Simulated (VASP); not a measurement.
# TeMo5 (P6/mmm) in VASP: single point with PBE

Aim: the single point of TeMo5 with PBE.

Everything below comes from runs of VASP 6.6.1. Logs are shortened: lines on timing, memory, paths and dates and some standing lists are left out, and cuts for length are marked.

## 1. The cell of the first run

It takes space group P6/mmm (No. 191, hexagonal). The conventional cell has a = 5.118 Å, b = 5.118 Å, c = 4.803 Å, α = 90.00°, β = 90.00°, γ = 120.00°. Within 3.9 Å of Te (site symmetry 6/mmm) lie 18 Mo at 2.95 to 3.51 Å. Mo (site symmetry mmm) has 8 Mo at 2.56 to 2.82 Å and 4 Te at 3.51 Å within 3.6 Å. Within 3.6 Å of Mo (site symmetry mmm) lie 8 Mo at 2.56 to 2.82 Å and 4 Te at 3.51 Å. Within 3.7 Å of Mo (site symmetry -6m2) lie 9 Mo at 2.82 to 2.95 Å and 3 Te at 2.95 Å.

## 2. Single point, PBE

Input file INCAR:

```
SYSTEM = TeMo5
PREC = Accurate
ENCUT = 500
EDIFF = 1E-6
ISMEAR = 0
SIGMA = 0.2
LREAL = .FALSE.
LASPH = .TRUE.
NELM = 120
ALGO = Normal
ISIF = 2
LWAVE = .FALSE.
LCHARG = .FALSE.
GGA = PE
NBANDS = 88
GGA_COMPAT = .FALSE.
```

Input file KPOINTS:

```
regular mesh
0
G
  4 4 4
  0 0 0
```

Input file POSCAR:

```
TeMo5
1.0
    0.0000000000      0.0000000000      4.8031000744
    5.1177353195      0.0000000000      0.0000000000
    0.0000000000      8.8641775931      0.0000000000
Te Mo
2 10
Direct
    1.0000000000      0.5000000000      0.5000000000
    1.0000000000      0.0000000000      1.0000000000
    0.5000000000      1.0000000000      0.5000000000
    0.5000000000      0.5000000000      1.0000000000
    0.5000000000      0.2500000000      0.2500000000
    0.5000000000      0.7500000000      0.7500000000
    0.5000000000      0.7500000000      0.2500000000
    0.5000000000      0.2500000000      0.7500000000
    0.0000000000      1.0000000000      0.3333333333
    0.0000000000      0.5000000000      0.8333333333
    0.0000000000      0.5000000000      0.1666666667
    0.0000000000      0.0000000000      0.6666666667
```

Potentials or basis: VASP PAW PBE potentials, release 64 (Te, Mo_sv).

The run is started by

```
$ cat potpaw_PBE.64/Te/POTCAR potpaw_PBE.64/Mo_sv/POTCAR > POTCAR
$ mpirun -np 1 vasp_std > vasp.out
```

OUTCAR:

```text
SYSTEM = TeMo5
   PREC = Accurate
   ENCUT = 500
   EDIFF = 1E-6
   ISMEAR = 0
   LREAL = .FALSE.
   LASPH = .TRUE.
   NELM = 120
   ISIF = 2
   GGA = PE

 ion  position               nearest neighbor table
   1  0.000  0.500  0.500-  10 2.95  11 2.95   9 2.95  12 2.95   9 2.95  12 2.95   3 3.51   3 3.51
                             3 3.51   3 3.51   6 3.51   7 3.51   8 3.51   5 3.51   6 3.51   7 3.51
   2  0.000  0.000  0.000-   9 2.95  12 2.95  11 2.95  10 2.95  10 2.95  11 2.95   4 3.51   4 3.51
                             4 3.51   4 3.51   6 3.51   7 3.51   8 3.51   5 3.51   6 3.51   7 3.51
   3  0.500  0.000  0.500-   5 2.56   6 2.56   7 2.56   8 2.56   9 2.82  12 2.82   9 2.82  12 2.82
                             1 3.51   1 3.51   1 3.51   1 3.51
   4  0.500  0.500  0.000-   5 2.56   6 2.56   7 2.56   8 2.56  10 2.82  11 2.82  10 2.82  11 2.82
                             2 3.51   2 3.51   2 3.51   2 3.51
   5  0.500  0.250  0.250-   7 2.56   7 2.56   3 2.56   4 2.56  11 2.82   9 2.82   9 2.82  11 2.82
                             1 3.51   2 3.51   1 3.51   2 3.51
   6  0.500  0.750  0.750-   8 2.56   8 2.56   3 2.56   4 2.56  12 2.82  10 2.82  10 2.82  12 2.82
                             1 3.51   2 3.51   1 3.51   2 3.51
   7  0.500  0.750  0.250-   5 2.56   5 2.56   3 2.56   4 2.56  11 2.82   9 2.82   9 2.82  11 2.82
                             1 3.51   2 3.51   1 3.51   2 3.51
   8  0.500  0.250  0.750-   6 2.56   6 2.56   3 2.56   4 2.56  12 2.82  10 2.82  10 2.82  12 2.82
                             1 3.51   2 3.51   1 3.51   2 3.51
   9  0.000  0.000  0.333-   5 2.82   7 2.82   5 2.82   7 2.82   3 2.82   3 2.82  11 2.95  11 2.95
                             2 2.95   1 2.95   1 2.95  12 2.95
  10  0.000  0.500  0.833-   6 2.82   8 2.82   6 2.82   8 2.82   4 2.82   4 2.82  12 2.95  12 2.95
                             1 2.95   2 2.95   2 2.95  11 2.95
  11  0.000  0.500  0.167-   5 2.82   7 2.82   5 2.82   7 2.82   4 2.82   4 2.82   9 2.95   9 2.95
                             1 2.95   2 2.95   2 2.95  10 2.95
  12  0.000  0.000  0.667-   6 2.82   8 2.82   6 2.82   8 2.82   3 2.82   3 2.82  10 2.95  10 2.95
                             2 2.95   1 2.95   1 2.95   9 2.95

  LATTYP: Found a simple orthorhombic cell.
 ALAT       =     4.8031000744
 B/A-ratio  =     1.0655067020
 C/A-ratio  =     1.8455117436

  Lattice vectors:

 A1 = (   0.0000000000,   0.0000000000,   4.8031000744)
 A2 = (   5.1177353195,   0.0000000000,   0.0000000000)
 A3 = (   0.0000000000,   8.8641775931,   0.0000000000)

Analysis of symmetry for initial positions (statically):
=====================================================================
 Subroutine PRICEL returns following result:

  LATTYP: Found a hexagonal cell.
 ALAT       =     5.1177353195
 C/A-ratio  =     0.9385206101

  Lattice vectors:

 A1 = (  -5.1177353195,   0.0000000000,   0.0000000000)
 A2 = (   2.5588676598,  -4.4320887966,   0.0000000000)
 A3 = (   0.0000000000,   0.0000000000,   4.8031000744)

   2 primitive cells build up your supercell.

 Routine SETGRP: Setting up the symmetry group for a
 simple orthorhombic supercell.

 Subroutine GETGRP returns: Found  8 space group operations
 (whereof  8 operations were pure point group operations)
 out of a pool of  8 trial point group operations.

The static configuration has the point symmetry D_2h.

Analysis of symmetry for dynamics (positions and initial velocities):
=====================================================================
 Subroutine PRICEL returns following result:

  LATTYP: Found a hexagonal cell.
 ALAT       =     5.1177353195
 C/A-ratio  =     0.9385206101

  Lattice vectors:

 A1 = (  -5.1177353195,   0.0000000000,   0.0000000000)
 A2 = (   2.5588676598,  -4.4320887966,   0.0000000000)
 A3 = (   0.0000000000,   0.0000000000,   4.8031000744)

   2 primitive cells build up your supercell.

 Routine SETGRP: Setting up the symmetry group for a
 simple orthorhombic supercell.

 Subroutine GETGRP returns: Found  8 space group operations
 (whereof  8 operations were pure point group operations)
 out of a pool of  8 trial point group operations.

The dynamic configuration has the point symmetry D_2h.

 Subroutine INISYM returns: Found  8 space group operations
 (whereof  8 operations are pure point group operations),
 and found     2 'primitive' translations

----------------------------------------------------------------------------------------

                                     Primitive cell

  volume of cell :     108.9452

  direct lattice vectors                    reciprocal lattice vectors
    -5.117735319  0.000000000  0.000000000    -0.195398929 -0.112813624  0.000000000
     2.558867660 -4.432088797  0.000000000    -0.000000000 -0.225627248  0.000000000
     0.000000000  0.000000000  4.803100074     0.000000000  0.000000000  0.208198868

  length of vectors
     5.117735319  5.117735320  4.803100074     0.225627248  0.225627248  0.208198868

  position of ions in fractional coordinates (direct lattice)
     1.000000000  1.000000000  0.000000000
     0.500000000  1.000000000  0.500000000
     0.500000000  0.500000000  0.500000000
     1.000000000  0.500000000  0.500000000
     0.666666667  0.333333333  0.000000000
     0.333333333  0.666666667  0.000000000

  ion indices of the primitive-cell ions
   primitive index   ion index
                 1           1
                 2           3
                 3           5
                 4           7
                 5          10
                 6          11

----------------------------------------------------------------------------------------

 KPOINTS: regular mesh

Automatic generation of k-mesh.
 Grid dimensions read from file:
 generate k-points for:    4    4    4

 Generating k-lattice:

  Cartesian coordinates                     Fractional coordinates (reciprocal lattice)
     0.000000000  0.000000000  0.052049717     0.250000000  0.000000000  0.000000000
     0.048849732  0.000000000  0.000000000     0.000000000  0.250000000  0.000000000
     0.000000000  0.028203406  0.000000000     0.000000000  0.000000000  0.250000000

  Length of vectors
     0.052049717  0.048849732  0.028203406

  Shift w.r.t. Gamma in fractional coordinates (k-lattice)
     0.000000000  0.000000000  0.000000000

 Subroutine IBZKPT returns following result:
 ===========================================

 Found     27 irreducible k-points:

 Following reciprocal coordinates:
            Coordinates               Weight
  0.000000  0.000000  0.000000      1.000000
  0.250000  0.000000  0.000000      2.000000
  0.500000  0.000000  0.000000      1.000000
  0.000000  0.250000  0.000000      2.000000
  0.250000  0.250000  0.000000      4.000000
  0.500000  0.250000  0.000000      2.000000
[... 16 lines left out ...]
  0.250000  0.250000  0.500000      4.000000
  0.500000  0.250000  0.500000      2.000000
 [... further k-points ...]
   k-points           NKPTS =     27   k-points in BZ     NKDIM =     27   number of bands    NBANDS=     88
   number of dos      NEDOS =    301   number of ions     NIONS =     12
   total plane-waves  NPLWV = 100800
   dimension x,y,z NGX =    36 NGY =   40 NGZ =   70
   dimension x,y,z NGXF=    72 NGYF=   80 NGZF=  140
   ions per type =               2  10
   NGX,Y,Z   is equivalent  to a cutoff of  12.46, 12.99, 13.13 a.u.
   NGXF,Y,Z  is equivalent  to a cutoff of  24.92, 25.99, 26.26 a.u.
 SYSTEM =  TeMo5
   PREC   = accura    normal or accurate (medium, high low for compatibility)
   ISTART =      0    job   : 0-new  1-cont  2-samecut
   ICHARG =      2    charge: 1-file 2-atom 10-const
   ISPIN  =      1    spin polarized calculation?
   LNONCOLLINEAR =      F non collinear calculations
   LSORBIT =      F    spin-orbit coupling
   LASPH  =      T    aspherical Exc in radial PAW
   ENCUT  =  500.0 eV  36.75 Ry    6.06 a.u.   8.76  9.33 16.16*2*pi/ulx,y,z
   NELM   =    120;   NELMIN=  2; NELMDL= -5     # of ELM steps
   EDIFF  = 0.1E-05   stopping-criterion for ELM
   LREAL  =      F    real-space projection
   EDIFFG = 0.1E-04   stopping-criterion for IOM
   NSW    =      0    number of steps for IOM
   IBRION =     -1    ionic relax: 0-MD 1-quasi-New 2-CG
   NFREE  =      0    steps in history (QN), initial steepest desc. (CG)
   ISIF   =      2    stress and relaxation
   ISYM   =      2    0-nonsym 1-usesym 2-fastsym
   POTIM  = 0.5000    time-step for ionic-motion
   TEBEG  =    0.0;   TEEND  =   0.0 temperature during run
   PSTRESS=    0.0 pullay stress
   NELECT =     152.0000    total number of electrons
   NUPDOWN=      -1.0000    fix difference up-down
   EMIN   =  10.00;   EMAX   =-10.00  energy-range for DOS
   EFERMI =   0.00;   METHOD = LEGACY
   ISMEAR =     0;   SIGMA  =   0.20  broadening in eV -4-tet -1-fermi 0-gaus
   EFERMI_NEDOS =   21; number of points for ismear=-14 and -15
   IALGO  =     38    algorithm
   IMIX   =      4    mixing-type and parameters
     AMIX     =   0.40;   BMIX     =  1.00
     AMIX_MAG =   1.60;   BMIX_MAG =  1.00
  volume/ion in A,a.u.               =      18.16       122.53
  Fermi-wavevector in a.u.,A,eV,Ry     =   1.451922  2.743735 28.682150  2.108079
  Thomas-Fermi vector in A             =   2.569364
   LORBIT       =      0    0 simple, 1 ext, 2 COOP (PROOUT), +10 PAW based schemes
   GGA     = PE    functional components
   LHFCALC =     F    Hartree Fock is set to
   AEXX    =    0.0000 exact exchange contribution
   IVDW    =     0    specifies the selected vdW correction
   LEPSILON=     F    determine dielectric tensor
   LRPA    =     F    only Hartree local field effects (RPA)
 non-spin polarized calculation
 Gauss-broadening in eV      SIGMA  =   0.20
  energy-cutoff  :      500.00
  volume of cell :      217.89
 maximum number of plane-waves:      5580
 NGX is ok and might be reduce to    36
   NGX = 17   NGY = 19   NGZ = 33

 number of electron     152.0000020 magnetization

 Free energy of the ion-electron system (eV)
  ---------------------------------------------------
  ext. energy  EPLUGINS =         0.00000000
  ---------------------------------------------------
  free energy    TOTEN  =      -108.16473490 eV

  energy without entropy =     -107.99094279  energy(sigma->0) =     -108.07783884

 E-fermi :  11.1666     XC(G=0): -12.3642

 val. band max:       11.1557448894   @ k =   0.2500   0.2500   0.2500
 cond. band min:      11.1684610618   @ k =   0.2500   0.5000   0.0000
 fundamental gap:      0.0127161724
 Fermi energy:        11.1665803665

 k-point     1 :       0.0000    0.0000    0.0000
  band No.  band energies     occupation
      1     -49.8953      2.00000
      2     -49.8055      2.00000
      3     -49.7449      2.00000
      4     -49.6992      2.00000
      5     -49.6956      2.00000
      6     -49.6434      2.00000
[... 80 lines left out ...]
     87      12.6644      0.00000
     88      12.8323      0.00000

 k-point     2 :       0.2500    0.0000    0.0000
  band No.  band energies     occupation
      1     -49.8694      2.00000
      2     -49.7837      2.00000
      3     -49.7343      2.00000
      4     -49.7223      2.00000
      5     -49.6991      2.00000
      6     -49.6658      2.00000
[... 1991 lines left out ...]
     87      12.7516      0.00000
     88      12.7729      0.00000

 k-point    24 :       0.5000    0.2500    0.5000
  band No.  band energies     occupation
      1     -49.7544      2.00000
      2     -49.7544      2.00000
      3     -49.7527      2.00000
      4     -49.7527      2.00000
      5     -49.7134      2.00000
      6     -49.7134      2.00000
[... 80 lines left out ...]
     87      12.7849      0.00000
     88      12.7849      0.00000

 [... further k-points ...]

------------------------ aborting loop because EDIFF is reached ----------------------------------------

  FORCE on cell =-STRESS in cart. coord.  units (eV):
  Direction    XX          YY          ZZ          XY          YZ          ZX
  --------------------------------------------------------------------------------------
  -------------------------------------------------------------------------------------
  Total        0.9945936      0.2315817     -0.0901078      0.0000000      0.0000000      0.0000000
  in kB        7.3133830      1.7028523     -0.6625753      0.0000000      0.0000000      0.0000000
  external PRESSURE =       2.7845533 kB  Pullay stress =       0.0000000 kB

 VOLUME and BASIS-vectors are now :
 -----------------------------------------------------------------------------
  energy-cutoff  :      500.00
  volume of cell :      217.89
      direct lattice vectors                 reciprocal lattice vectors
     0.000000000  0.000000000  4.803100074     0.000000000  0.000000000  0.208198868
     5.117735320  0.000000000  0.000000000     0.195398929  0.000000000  0.000000000
     0.000000000  8.864177593  0.000000000     0.000000000  0.112813624  0.000000000

 POSITION                                       TOTAL-FORCE (eV/Angst)
 -----------------------------------------------------------------------------------
      2.55887      4.43209      0.00000         0.000000      0.000000     -0.000000
      0.00000      0.00000      0.00000         0.000000      0.000000     -0.000000
      0.00000      4.43209      2.40155         0.000000      0.000000     -0.000000
      2.55887      0.00000      2.40155        -0.000000      0.000000     -0.000000
      1.27943      2.21604      2.40155        -0.000000      0.000000     -0.000000
      3.83830      6.64813      2.40155         0.000000      0.000000     -0.000000
      3.83830      2.21604      2.40155         0.000000      0.000000      0.000000
      1.27943      6.64813      2.40155         0.000000      0.000000      0.000000
      0.00000      2.95473      0.00000        -0.000000     -0.064742     -0.000000
      2.55887      7.38681      0.00000        -0.000000     -0.064742     -0.000000
      2.55887      1.47736      0.00000        -0.000000      0.064742      0.000000
      0.00000      5.90945      0.00000        -0.000000      0.064742      0.000000
 -----------------------------------------------------------------------------------
    total drift:                               -0.000000      0.000000      0.000000

  FREE ENERGIE OF THE ION-ELECTRON SYSTEM (eV)
  ---------------------------------------------------
  free  energy   TOTEN  =      -108.1647348977 eV

  energy  without entropy=     -107.9909427863  energy(sigma->0) =     -108.07783884
```

It took 20 min on 1 thread of Intel Xeon 8259CL, shared host; peak memory 0.52 GiB.

What came out:

- Free energy: -108.1647 eV
- Pressure: 0.3 GPa
- Largest force: 0.065 eV/Å
- Band gap on the k mesh: zero (bands 76 and 77 overlap by 0.91 eV)

Forces in eV/Å, atoms in the order of the input:
```
Te   0.000  0.000  0.000
Te   0.000  0.000  0.000
Mo   0.000  0.000  0.000
Mo   0.000  0.000  0.000
Mo   0.000  0.000  0.000
Mo   0.000  0.000  0.000
Mo   0.000  0.000  0.000
Mo   0.000  0.000  0.000
Mo   0.000 -0.065  0.000
Mo   0.000 -0.065  0.000
Mo   0.000  0.065  0.000
Mo   0.000  0.065  0.000
```

Levels at points of the mesh, in eV from the Fermi level:
| k point | band 73 | band 74 | band 75 | band 76 | band 77 | band 78 | band 79 | band 80 |
| --- | --- | --- | --- | --- | --- | --- | --- | --- |
| (0.00, 0.00, 0.00) | -0.74 | -0.66 | -0.45 | -0.45 | 0.14 | 0.27 | 0.30 | 0.72 |
| (0.50, 0.00, 0.00) | -0.71 | -0.58 | -0.57 | -0.53 | -0.52 | -0.49 | 0.56 | 0.74 |
| (0.00, 0.50, 0.00) | -0.60 | -0.60 | -0.31 | -0.31 | 0.03 | 0.03 | 0.28 | 0.28 |
| (0.50, 0.50, 0.00) | -0.87 | -0.87 | -0.75 | -0.75 | 0.05 | 0.05 | 0.28 | 0.28 |
| (0.00, 0.00, 0.50) | -1.33 | -1.33 | 0.33 | 0.33 | 1.00 | 1.00 | 1.02 | 1.02 |
| (0.50, 0.00, 0.50) | -0.26 | -0.26 | -0.17 | -0.17 | 0.56 | 0.56 | 0.80 | 0.80 |
| (0.00, 0.50, 0.50) | -0.66 | -0.66 | -0.45 | -0.45 | 0.15 | 0.15 | 0.26 | 0.26 |
| (0.50, 0.50, 0.50) | -0.80 | -0.80 | -0.71 | -0.71 | -0.49 | -0.49 | 0.57 | 0.57 |

Caveat: spin-orbit coupling is left out, which moves the levels of the heavy elements.
